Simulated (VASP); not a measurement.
# Na (R-3m) in VASP: a series of runs

Runs on Na. Level: PBEsol. Tasks: single point.

Program: VASP 6.6.1. These are calculated values, not measurements. Logs are shortened: lines on timing, memory, paths and dates and some standing lists are left out, and cuts for length are marked.

**1. The cell of the first run**

The structure is trigonal, space group R-3m (No. 166). Conventional cell: a = 8.858 Å, b = 8.858 Å, c = 15.296 Å, α = 90.00°, β = 90.00°, γ = 120.00°.

**2. Single point, PBEsol**

Input file INCAR:

```
  PREC = Accurate
  ENCUT = 520
  EDIFF = 1E-7
  ISMEAR = 0
  SIGMA = 0.15
  LREAL = F
  LASPH = T
  NELM = 100
  ALGO = Fast
  ISIF = 2
  LWAVE = F
  LCHARG = T
  GGA = PS
  LELF = T
  LVHAR = T
  NBANDS = 10
```

Input file KPOINTS:

```
regular mesh
0
Gamma
  8 8 8
```

Input file POSCAR:

```
Na
1.0
    7.1192999365      0.8559862094      0.8559862094
    0.8559862094      7.1192999365      0.8559862094
    0.8559862094      0.8559862094      7.1192999365
Na
1
Direct
    0.0000000000      0.0000000000      0.0000000000
```

Potentials or basis: VASP PAW PBE potentials, release 64 (Na_pv).

Run with:

```console
> cat potpaw_PBE.64/Na_pv/POTCAR > POTCAR
> mpirun -np 1 vasp_std > vasp.out
```

OUTCAR:

```text
PREC = Accurate
   ENCUT = 520
   EDIFF = 1E-7
   ISMEAR = 0
   LREAL = F
   LASPH = T
   NELM = 100
   ISIF = 2
   GGA = PS

 ion  position               nearest neighbor table
   1  0.000  0.000  0.000-

  LATTYP: Found a trigonal (rhomboedric) cell.
 ALAT       =     7.2214857451
 COS(alpha) =     0.2477620922

  Lattice vectors:

 A1 = (   7.1192999365,   0.8559862094,   0.8559862094)
 A2 = (   0.8559862094,   7.1192999365,   0.8559862094)
 A3 = (   0.8559862094,   0.8559862094,   7.1192999365)

Analysis of symmetry for initial positions (statically):
=====================================================================
 Subroutine PRICEL returns:
 Original cell was already a primitive cell.

 Routine SETGRP: Setting up the symmetry group for a
 trigonal (rhombohedral) supercell.

 Subroutine GETGRP returns: Found 12 space group operations
 (whereof 12 operations were pure point group operations)
 out of a pool of 12 trial point group operations.

The static configuration has the point symmetry D_3d.

Analysis of symmetry for dynamics (positions and initial velocities):
=====================================================================
 Subroutine PRICEL returns:
 Original cell was already a primitive cell.

 Routine SETGRP: Setting up the symmetry group for a
 trigonal (rhombohedral) supercell.

 Subroutine GETGRP returns: Found 12 space group operations
 (whereof 12 operations were pure point group operations)
 out of a pool of 12 trial point group operations.

The dynamic configuration has the point symmetry D_3d.

 Subroutine INISYM returns: Found 12 space group operations
 (whereof 12 operations are pure point group operations),
 and found     1 'primitive' translations

----------------------------------------------------------------------------------------

                                     Primitive cell

  volume of cell :     346.4429

  direct lattice vectors                    reciprocal lattice vectors
     7.119299937  0.855986209  0.855986209     0.144184584 -0.015475309 -0.015475309
     0.855986209  7.119299937  0.855986209    -0.015475309  0.144184584 -0.015475309
     0.855986209  0.855986209  7.119299937    -0.015475309 -0.015475309  0.144184584

  length of vectors
     7.221485745  7.221485745  7.221485745     0.145836089  0.145836089  0.145836089

  position of ions in fractional coordinates (direct lattice)
     0.000000000  0.000000000  0.000000000

  ion indices of the primitive-cell ions
   primitive index   ion index
                 1           1

----------------------------------------------------------------------------------------

 KPOINTS: regular mesh

Automatic generation of k-mesh.
 Grid dimensions read from file:
 generate k-points for:    8    8    8

 Generating k-lattice:

  Cartesian coordinates                     Fractional coordinates (reciprocal lattice)
     0.018023073 -0.001934414 -0.001934414     0.125000000 -0.000000000 -0.000000000
    -0.001934414  0.018023073 -0.001934414    -0.000000000  0.125000000 -0.000000000
    -0.001934414 -0.001934414  0.018023073    -0.000000000 -0.000000000  0.125000000

  Length of vectors
     0.018229511  0.018229511  0.018229511

  Shift w.r.t. Gamma in fractional coordinates (k-lattice)
     0.000000000  0.000000000  0.000000000

 Subroutine IBZKPT returns following result:
 ===========================================

 Found     65 irreducible k-points:

 Following reciprocal coordinates:
            Coordinates               Weight
  0.000000  0.000000  0.000000      1.000000
  0.125000 -0.000000 -0.000000      6.000000
  0.250000 -0.000000 -0.000000      6.000000
  0.375000 -0.000000 -0.000000      6.000000
  0.500000 -0.000000 -0.000000      3.000000
  0.125000  0.125000  0.000000      6.000000
[... 16 lines left out ...]
  0.250000  0.125000  0.125000      6.000000
  0.375000  0.125000  0.125000      6.000000
 [... further k-points ...]
   k-points           NKPTS =     65   k-points in BZ     NKDIM =     65   number of bands    NBANDS=     10
   number of dos      NEDOS =    301   number of ions     NIONS =      1
   total plane-waves  NPLWV = 157464
   dimension x,y,z NGX =    54 NGY =   54 NGZ =   54
   dimension x,y,z NGXF=   108 NGYF=  108 NGZF=  108
   ions per type =               1
   NGX,Y,Z   is equivalent  to a cutoff of  12.43, 12.43, 12.43 a.u.
   NGXF,Y,Z  is equivalent  to a cutoff of  24.86, 24.86, 24.86 a.u.
 SYSTEM =  unknown system
   PREC   = accura    normal or accurate (medium, high low for compatibility)
   ISTART =      0    job   : 0-new  1-cont  2-samecut
   ICHARG =      2    charge: 1-file 2-atom 10-const
   ISPIN  =      1    spin polarized calculation?
   LNONCOLLINEAR =      F non collinear calculations
   LSORBIT =      F    spin-orbit coupling
   LASPH  =      T    aspherical Exc in radial PAW
   ENCUT  =  520.0 eV  38.22 Ry    6.18 a.u.  13.43 13.43 13.43*2*pi/ulx,y,z
   NELM   =    100;   NELMIN=  2; NELMDL= -5     # of ELM steps
   EDIFF  = 0.1E-06   stopping-criterion for ELM
   LREAL  =      F    real-space projection
   EDIFFG = 0.1E-05   stopping-criterion for IOM
   NSW    =      0    number of steps for IOM
   IBRION =     -1    ionic relax: 0-MD 1-quasi-New 2-CG
   NFREE  =      0    steps in history (QN), initial steepest desc. (CG)
   ISIF   =      2    stress and relaxation
   ISYM   =      2    0-nonsym 1-usesym 2-fastsym
   POTIM  = 0.5000    time-step for ionic-motion
   TEBEG  =    0.0;   TEEND  =   0.0 temperature during run
   PSTRESS=    0.0 pullay stress
   NELECT =       7.0000    total number of electrons
   NUPDOWN=      -1.0000    fix difference up-down
   EMIN   =  10.00;   EMAX   =-10.00  energy-range for DOS
   EFERMI =   0.00;   METHOD = LEGACY
   ISMEAR =     0;   SIGMA  =   0.15  broadening in eV -4-tet -1-fermi 0-gaus
   EFERMI_NEDOS =   21; number of points for ismear=-14 and -15
   IALGO  =     68    algorithm
   IMIX   =      4    mixing-type and parameters
     AMIX     =   0.40;   BMIX     =  1.00
     AMIX_MAG =   1.60;   BMIX_MAG =  1.00
  volume/ion in A,a.u.               =     346.44      2337.91
  Fermi-wavevector in a.u.,A,eV,Ry     =   0.445893  0.842615  2.705114  0.198820
  Thomas-Fermi vector in A             =   1.423866
   LORBIT       =      0    0 simple, 1 ext, 2 COOP (PROOUT), +10 PAW based schemes
   GGA     = PS    functional components
   LHFCALC =     F    Hartree Fock is set to
   AEXX    =    0.0000 exact exchange contribution
   IVDW    =     0    specifies the selected vdW correction
   LEPSILON=     F    determine dielectric tensor
   LRPA    =     F    only Hartree local field effects (RPA)
 non-spin polarized calculation
 RMM-DIIS sequential band-by-band and
 Gauss-broadening in eV      SIGMA  =   0.15
  energy-cutoff  :      520.00
  volume of cell :      346.44
 maximum number of plane-waves:      9379
 NGX is ok and might be reduce to    54

 number of electron       6.9999993 magnetization

 Free energy of the ion-electron system (eV)
  ---------------------------------------------------
  ext. energy  EPLUGINS =         0.00000000
  ---------------------------------------------------
  free energy    TOTEN  =        -0.17860705 eV

  energy without entropy =       -0.13231553  energy(sigma->0) =       -0.15546129

 E-fermi :  -2.2899     XC(G=0):  -2.4180

 val. band max:       -2.2930109504   @ k =  -0.3750   0.2500  -0.0000
 cond. band min:      -2.2881603424   @ k =  -0.2500   0.2500   0.2500
 fundamental gap:      0.0048506081
 Fermi energy:        -2.2898999465

 k-point     1 :       0.0000    0.0000    0.0000
  band No.  band energies     occupation
      1     -28.3719      2.00000
      2     -28.3719      2.00000
      3     -28.3703      2.00000
      4      -2.6839      1.99980
      5       0.3941      0.00000
      6       0.3941      0.00000
      7       0.6357      0.00000
      8       0.7303      0.00000
      9       1.2706      0.00000
     10       1.2706      0.00000

 k-point     2 :       0.1250   -0.0000   -0.0000
  band No.  band energies     occupation
      1     -28.3719      2.00000
      2     -28.3719      2.00000
      3     -28.3703      2.00000
      4      -2.6492      1.99929
      5      -0.0055      0.00000
      6       0.4025      0.00000
      7       0.5729      0.00000
      8       0.9359      0.00000
      9       1.3197      0.00000
     10       1.6406      0.00000

 k-point     3 :       0.2500   -0.0000   -0.0000
  band No.  band energies     occupation
      1     -28.3719      2.00000
      2     -28.3719      2.00000
      3     -28.3703      2.00000
      4      -2.5536      1.98710
      5      -0.5227      0.00000
      6       0.4301      0.00000
      7       0.5629      0.00000
      8       1.0882      0.00000
      9       1.4141      0.00000
     10       1.9566      0.00000

 k-point     4 :       0.3750   -0.0000   -0.0000
  band No.  band energies     occupation
      1     -28.3719      2.00000
      2     -28.3719      2.00000
      3     -28.3703      2.00000
      4      -2.4324      1.82086
      5      -0.9112      0.00000
      6       0.4709      0.00000
      7       0.5914      0.00000
      8       1.1115      0.00000
      9       1.4131      0.00000
     10       2.0546      0.00000
[... 222 lines left out ...]
 k-point    22 :       0.1250    0.1250    0.1250
  band No.  band energies     occupation
      1     -28.3719      2.00000
      2     -28.3719      2.00000
      3     -28.3703      2.00000
      4      -2.6144      1.99778
      5       0.1990      0.00000
      6       0.2507      0.00000
      7       0.2507      0.00000
      8       1.2257      0.00000
      9       1.5605      0.00000
     10       1.5605      0.00000

 k-point    23 :       0.2500    0.1250    0.1250
  band No.  band energies     occupation
      1     -28.3719      2.00000
      2     -28.3719      2.00000
      3     -28.3703      2.00000
      4      -2.5381      1.98072
      5      -0.3107      0.00000
      6       0.3526      0.00000
      7       0.3533      0.00000
      8       1.2833      0.00000
      9       1.5748      0.00000
     10       1.6065      0.00000

 k-point    24 :       0.3750    0.1250    0.1250
  band No.  band energies     occupation
      1     -28.3719      2.00000
      2     -28.3719      2.00000
      3     -28.3703      2.00000
      4      -2.4211      1.78392
      5      -0.7472      0.00000
      6       0.3779      0.00000
      7       0.3967      0.00000
      8       1.3955      0.00000
      9       1.5169      0.00000
     10       1.6136      0.00000

 [... further k-points ...]
[... 5 lines left out ...]
  --------------------------------------------------------------------------------------
  -------------------------------------------------------------------------------------
  Total       -0.2610335     -0.2610335     -0.2610335     -0.0412135     -0.0412135     -0.0412135
  in kB       -1.2071890     -1.2071890     -1.2071890     -0.1905981     -0.1905981     -0.1905981
  external PRESSURE =      -1.2071890 kB  Pullay stress =       0.0000000 kB

 VOLUME and BASIS-vectors are now :
 -----------------------------------------------------------------------------
  energy-cutoff  :      520.00
  volume of cell :      346.44
      direct lattice vectors                 reciprocal lattice vectors
     7.119299937  0.855986209  0.855986209     0.144184584 -0.015475309 -0.015475309
     0.855986209  7.119299937  0.855986209    -0.015475309  0.144184584 -0.015475309
     0.855986209  0.855986209  7.119299937    -0.015475309 -0.015475309  0.144184584

 POSITION                                       TOTAL-FORCE (eV/Angst)
 -----------------------------------------------------------------------------------
      0.00000      0.00000      0.00000         0.000000      0.000000      0.000000
 -----------------------------------------------------------------------------------
    total drift:                                0.000000     -0.000000     -0.000000

  FREE ENERGIE OF THE ION-ELECTRON SYSTEM (eV)
  ---------------------------------------------------
  free  energy   TOTEN  =        -0.1786070493 eV

  energy  without entropy=       -0.1323155330  energy(sigma->0) =       -0.15546129
```

Wall time 1.8 min (1 thread of Intel Xeon 6975P-C (Granite Rapids), shared host); peak memory 0.49 GiB.

What came out:

- Free energy: -0.1786 eV
- Pressure: -0.1 GPa

Levels at points of the mesh, in eV from the Fermi level:
```csv
k point,band 1,band 2,band 3,band 4,band 5,band 6,band 7,band 8
"(0.00, 0.00, 0.00)",-26.08,-26.08,-26.08,-0.39,2.68,2.68,2.93,3.02
"(0.50, 0.00, 0.00)",-26.08,-26.08,-26.08,-0.08,1.23,2.78,2.91,3.37
"(0.50, 0.50, 0.00)",-26.08,-26.08,-26.08,0.16,1.42,1.85,2.66,2.81
"(0.50, 0.50, 0.50)",-26.08,-26.08,-26.08,0.31,1.48,2.20,2.20,2.84
```

Caveat: the PAW data sets were made with another functional, which shifts forces and pressure a little.

**3. Single point, PBEsol**

This run uses another cell than the first one, of the same volume but with other edges.

Input file INCAR:

```
  PREC = Accurate
  ENCUT = 520
  EDIFF = 1E-7
  ISMEAR = 0
  SIGMA = 0.15
  LREAL = False
  LASPH = True
  NELM = 80
  ALGO = Fast
  ISIF = 2
  LWAVE = False
  LCHARG = False
  GGA = PS
  NBANDS = 10
```

Input file KPOINTS:

```
Automatic mesh
0
Gamma
  8 8 8
```

Input file POSCAR:

```
Na
1.0
    7.2168145695     -1.1102791645     -1.1102791645
   -1.1102791645      7.2168145695     -1.1102791645
   -1.1102791645     -1.1102791645      7.2168145695
Na
1
Direct
    0.0000000000      0.0000000000      0.0000000000
```

Potentials or basis: VASP PAW PBE potentials, release 64 (Na_pv).

Run with:

```console
> cat potpaw_PBE.64/Na_pv/POTCAR > POTCAR
> mpirun -np 1 vasp_std > vasp.out
```

OUTCAR:

```text
PREC = Accurate
   ENCUT = 520
   EDIFF = 1E-7
   ISMEAR = 0
   LREAL = False
   LASPH = True
   NELM = 80
   ISIF = 2
   GGA = PS

 ion  position               nearest neighbor table
   1  0.000  0.000  0.000-

  LATTYP: Found a trigonal (rhomboedric) cell.
 ALAT       =     7.3856517774
 COS(alpha) =    -0.2711864407

  Lattice vectors:

 A1 = (   7.2168145695,  -1.1102791645,  -1.1102791645)
 A2 = (  -1.1102791645,   7.2168145695,  -1.1102791645)
 A3 = (  -1.1102791645,  -1.1102791645,   7.2168145695)

[... 482 lines left out ...]
      2     -28.3516      2.00000
      3     -28.3516      2.00000
      4      -2.2757      0.98977
      5      -0.9005      0.00000
      6      -0.2038      0.00000
      7       0.0247      0.00000
      8       1.5441      0.00000
      9       1.7412      0.00000
     10       2.3454      0.00000

 [... further k-points ...]
[... 5 lines left out ...]
  --------------------------------------------------------------------------------------
  -------------------------------------------------------------------------------------
  Total       -0.2401361     -0.2401361     -0.2401361      0.0387358      0.0387358      0.0387358
  in kB       -1.1105458     -1.1105458     -1.1105458      0.1791395      0.1791395      0.1791395
  external PRESSURE =      -1.1105458 kB  Pullay stress =       0.0000000 kB

 VOLUME and BASIS-vectors are now :
 -----------------------------------------------------------------------------
  energy-cutoff  :      520.00
  volume of cell :      346.44
      direct lattice vectors                 reciprocal lattice vectors
     7.216814570 -1.110279165 -1.110279165     0.146776566  0.026686648  0.026686648
    -1.110279165  7.216814570 -1.110279165     0.026686648  0.146776566  0.026686648
    -1.110279165 -1.110279165  7.216814570     0.026686648  0.026686648  0.146776566

 POSITION                                       TOTAL-FORCE (eV/Angst)
 -----------------------------------------------------------------------------------
      0.00000      0.00000      0.00000        -0.000000     -0.000000      0.000000
 -----------------------------------------------------------------------------------
    total drift:                               -0.000000     -0.000000     -0.000000

  FREE ENERGIE OF THE ION-ELECTRON SYSTEM (eV)
  ---------------------------------------------------
  free  energy   TOTEN  =        -0.1658545280 eV

  energy  without entropy=       -0.1146198453  energy(sigma->0) =       -0.14023719
```

stdout:

```text
POSCAR found type information on POSCAR Na
 POSCAR found :  1 types and       1 ions
 scaLAPACK will be used
 -----------------------------------------------------------------------------
|                                                                             |
|                                                                             |
|     You enforced a specific xc type in the INCAR file but a different       |
|     I HOPE YOU KNOW WHAT YOU ARE DOING!                                     |
|                                                                             |
 -----------------------------------------------------------------------------

 LDA part: xc-table for (Slater+PW92), standard interpolation
 POSCAR, INCAR and KPOINTS ok, starting setup
 FFT: planning ... GRIDC
 FFT: planning ... GRID_SOFT
 FFT: planning ... GRID
 WAVECAR not read
 entering main loop
```

It took 2.2 min on 1 thread of Intel Xeon 6975P-C (Granite Rapids), shared host; peak memory 0.52 GiB.

What came out:

* Free energy: -0.1659 eV
* Pressure: -0.1 GPa

Caveat: the PAW data sets were made with another functional, which shifts forces and pressure a little.

[end of part 1 of 2]
